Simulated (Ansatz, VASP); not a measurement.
**HC20: VASP beside Ansatz**

```
CELL_PARAMETERS angstrom
7.20155 0.00000 0.00000
-3.31941 7.79078 0.00000
0.00000 0.00000 22.79168
ATOMIC_POSITIONS crystal
C 0.25011 0.16670 0.17550
C 0.25011 0.66670 0.17550
C 0.75011 0.16670 0.17550
C 0.75011 0.66670 0.17550
C 0.24989 0.33330 0.17550
C 0.24989 0.83330 0.17550
C 0.74989 0.33330 0.17550
C 0.74989 0.83330 0.17550
C 0.25011 0.41670 0.22913
C 0.25011 0.91670 0.22913
C 0.75011 0.41670 0.22913
C 0.75011 0.91670 0.22913
C 0.24989 0.08330 0.22913
C 0.24989 0.58330 0.22913
C 0.74989 0.08330 0.22913
C 0.74989 0.58330 0.22913
C 0.25005 0.16765 0.28273
C 0.25005 0.66765 0.28273
C 0.75005 0.16765 0.28273
C 0.75005 0.66765 0.28273
C 0.24995 0.33235 0.28273
C 0.24995 0.83235 0.28273
C 0.74995 0.33235 0.28273
C 0.74995 0.83235 0.28273
C 0.25006 0.41834 0.33654
C 0.25006 0.91834 0.33654
C 0.75006 0.41834 0.33654
C 0.75006 0.91834 0.33654
C 0.24994 0.08166 0.33654
C 0.24994 0.58166 0.33654
C 0.74994 0.08166 0.33654
C 0.74994 0.58166 0.33654
C 0.25019 0.17717 0.38574
C 0.25019 0.67717 0.38574
C 0.75019 0.17717 0.38574
C 0.75019 0.67717 0.38574
C 0.24981 0.32283 0.38574
C 0.24981 0.82283 0.38574
C 0.74981 0.32283 0.38574
C 0.74981 0.82283 0.38574
H 0.99981 0.23456 0.47569
H 0.99981 0.41110 0.47569
```

Alike in both runs: task single point; functional LDA; k mesh 4 × 4 × 1; occupations gaussian, width 0.05 eV; no spin polarisation.

|  | VASP | Ansatz |
| --- | --- | --- |
| version | VASP 6.6.1 | Ansatz 0.2.0 |
| potentials or method | VASP PAW LDA potentials, release 64 (C, H), cutoff 520 eV | scalar-relativistic, plane waves, PAW |
| valence electrons in the cell | 162 | 162 |

VASP gave:

| Quantity | Value |
| --- | --- |
| gap on the k mesh at the Fermi level (eV) | 0.01 |
| least direct gap on the mesh (eV) | 0.02 |
| rms of the force components (eV/Å) | 1.840 |

**Question.** Estimate Ansatz's values.

**Answer.** gap on the k mesh at the Fermi level (eV): 0.01; least direct gap on the mesh (eV): 0.02; rms of the force components (eV/Å): 1.848.

Ansatz warns that its potentials were made for another functional, while VASP's fit it. LDA's correlation is that of Perdew and Zunger in VASP and of Perdew and Wang (1992) in Ansatz. Atom by atom the forces differ by 0.029 eV/Å (rms over components).
